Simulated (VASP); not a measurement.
A run of VASP 6.6.1:

POSCAR

```
CuF
1.0
    2.7897758246      0.0000000000      0.0000000000
   -1.3948879123      2.4160167350      0.0000000000
    0.0000000000      0.0000000000      6.7211225818
Cu F
2 2
Direct
    0.3333333333      0.6666666667      0.0459865600
    0.6666666667      0.3333333333      0.5459865600
    0.3333333333      0.6666666667      0.3290134400
    0.6666666667      0.3333333333      0.8290134400
```

INCAR.step1

```
SYSTEM = CuF
ALGO     = Normal         ! electronic algorithm
EDIFF    = 1E-4           ! SCF threshold, eV
ENCUT    = 520            ! plane-wave cutoff, eV
GGA      = PE             ! functional
ISMEAR   = -1             ! smearing method
LASPH    = .TRUE.         ! aspherical terms in the spheres
LCHARG   = .FALSE.        ! write CHGCAR
LREAL    = .FALSE.        ! projectors in reciprocal space
LWAVE    = .TRUE.         ! write WAVECAR
NBANDS   = 26             ! bands
NELM     = 80             ! most SCF steps
PREC     = Accurate       ! precision mode
SIGMA    = 0.02           ! smearing width, eV
```

INCAR.step2

```
SYSTEM = CuF
ALGO     = Normal         ! electronic algorithm
EDIFF    = 1E-6           ! SCF threshold, eV
ENCUT    = 520            ! plane-wave cutoff, eV
ISIF     = 2              ! what is computed and relaxed
ISMEAR   = -1             ! smearing method
ISTART   = 1            
LASPH    = .TRUE.         ! aspherical terms in the spheres
LCHARG   = .FALSE.        ! write CHGCAR
LMIXTAU  = .TRUE.       
LREAL    = .FALSE.        ! projectors in reciprocal space
LWAVE    = .FALSE.        ! write WAVECAR
METAGGA  = R2SCAN         ! meta-GGA
NBANDS   = 26             ! bands
NELM     = 80             ! most SCF steps
PREC     = Accurate       ! precision mode
SIGMA    = 0.02           ! smearing width, eV
```

The input KPOINTS:

```
k-points
0
G
  12 12 4
  0 0 0
```

Potentials or basis: VASP PAW PBE potentials, release 64 (Cu, F).

The run is started by

```console
$ cat potpaw_PBE.64/Cu/POTCAR potpaw_PBE.64/F/POTCAR > POTCAR
$ cp INCAR.step1 INCAR
$ mpirun -np 1 vasp_std > vasp.out
$ cp INCAR.step2 INCAR
$ mpirun -np 1 vasp_std > vasp.out
```

Hardware: 1 thread of Intel Xeon 8259CL, with other jobs on the host.

Q: Estimate the wall time of this run.

A: Run time: 6.2 min on 1 thread of Intel Xeon 8259CL, on a shared host, peak memory 0.21 GiB. Counts: k points 57.
